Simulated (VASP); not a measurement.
Wanted: the native input for a VASP 6.6.1 run.

- Task: single point
- Functional: LDA
- Potentials or basis: VASP PAW LDA potentials, release 64 (Ta_pv, Ru_pv)
- Cutoff: 520 eV
- k mesh: 14 × 14 × 12
- Occupations: fermi-dirac, width 0.15 eV
- Spin: no spin polarisation
- Dipole correction: no
- Further INCAR settings: ALGO = Fast; EDIFF = 1e-06; NBANDS = 20

The structure of TaRu lies in POSCAR:

```
TaRu
1.0
    3.0060130840      0.0000000000      0.0000000000
    0.0000000000      3.0060130840      0.0000000000
    0.0000000000      0.0000000000      3.3616253976
Ta Ru
1 1
Direct
    0.5000000000      0.5000000000      0.5000000000
    0.0000000000      0.0000000000      0.0000000000
```

One way to write it, as run:

INCAR

```
PREC = Accurate
ENCUT = 520
EDIFF = 1E-6
ISMEAR = -1
SIGMA = 0.15
LREAL = False
LASPH = True
NELM = 100
ALGO = Fast
ISIF = 2
LWAVE = False
LCHARG = True
GGA = CA
LELF = True
LVHAR = True
NBANDS = 20
```

KPOINTS

```
regular mesh
0
Gamma
  14 14 12
```

Potentials or basis: VASP PAW LDA potentials, release 64 (Ta_pv, Ru_pv).

The run is started by

```console
$ cat potpaw_LDA.64/Ta_pv/POTCAR potpaw_LDA.64/Ru_pv/POTCAR > POTCAR
$ mpirun -np 1 vasp_std > vasp.out
```

Results of the run:

```
Pressure : 1.0 GPa
```

It took 98 s on 1 thread of Intel(R) Xeon(R) Platinum 8259CL CPU @ 2.50GHz (Skylake/Cascade Lake), with other jobs on the host, peak memory 0.25 GiB.
